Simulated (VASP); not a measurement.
Al: single point with PBE+D3(BJ)

The system is Al.

```xyz
4
Lattice="2.8144 0.0000 0.0000 -1.4072 2.4374 0.0000 0.0000 0.0000 9.2410" Properties=species:S:1:pos:R:3 pbc="T T T"
Al   -0.6070   -0.3035    0.0000
Al    0.0000    1.6249    2.3103
Al    0.6070    0.3035    4.6205
Al    1.4072    0.8125    6.9308
```

This cell differs from its parent crystal: atoms displaced along a vibrational mode.

```
Program                : VASP 6.6.1
Task                   : single point
Functional             : PBE
Dispersion             : D3(BJ)
Potentials or basis    : VASP PAW PBE potentials, release 64 (Al)
Cutoff                 : 520 eV
k mesh                 : 18 × 18 × 4
Occupations            : gaussian, width 0.15 eV
Spin                   : no spin polarisation
Dipole correction      : no
Further INCAR settings : ALGO = Fast; EDIFF = 1e-06; NBANDS = 14
```

```yaml
Pressure: 3.6 GPa
Largest_force: 0.738 eV/Å
Band_gap_on_the_k_mesh: zero (bands 6 and 7 overlap by 5.53 eV)
Dispersion_energy_per_atom: -0.351 eV
```

Forces in eV/Å, atoms in the order of the input:
```
Al   0.504  0.250 -0.477
Al  -0.388 -0.305  0.477
Al  -0.504 -0.250 -0.477
Al   0.388  0.305  0.477
```

Stress tensor (GPa, compression positive):
```
0.57 0.09 0.00
0.09 0.64 0.00
0.00 0.00 9.65
```

Levels at points of the mesh, in eV from the Fermi level:
```csv
k point,band 2,band 3,band 4,band 5,band 6,band 7,band 8,band 9,band 10,band 11
"(0.00, 0.00, 0.00)",-9.66,-9.64,-4.78,-4.45,3.30,3.43,11.04,11.15,11.25,11.80
"(0.50, 0.00, 0.00)",-5.24,-3.78,-3.69,-3.63,-3.54,0.66,1.28,1.48,1.86,5.89
"(0.00, 0.50, 0.00)",-5.28,-3.92,-3.90,-3.39,-3.36,0.91,1.12,1.51,1.67,5.97
"(0.50, 0.50, 0.00)",-5.29,-3.89,-3.88,-3.41,-3.41,1.00,1.05,1.57,1.61,5.99
"(0.00, 0.00, 0.50)",-10.94,-7.53,-7.53,-0.95,-0.95,8.10,8.10,11.43,11.43,11.62
"(0.50, 0.00, 0.50)",-4.93,-4.82,-4.82,-2.11,-2.11,-1.02,-1.02,4.44,4.44,4.95
"(0.00, 0.50, 0.50)",-4.91,-4.87,-4.87,-2.01,-2.01,-1.06,-1.06,4.37,4.37,4.84
"(0.50, 0.50, 0.50)",-4.90,-4.87,-4.87,-2.04,-2.04,-1.03,-1.03,4.37,4.37,4.85
```

Run time: 4.4 min on 1 thread of Intel(R) Xeon(R) Platinum 8259CL CPU @ 2.50GHz (Skylake/Cascade Lake), on a shared host, peak memory 0.44 GiB.

Caveat: the cell differs from its parent crystal (atoms displaced along a vibrational mode); the cell stands under pressure.
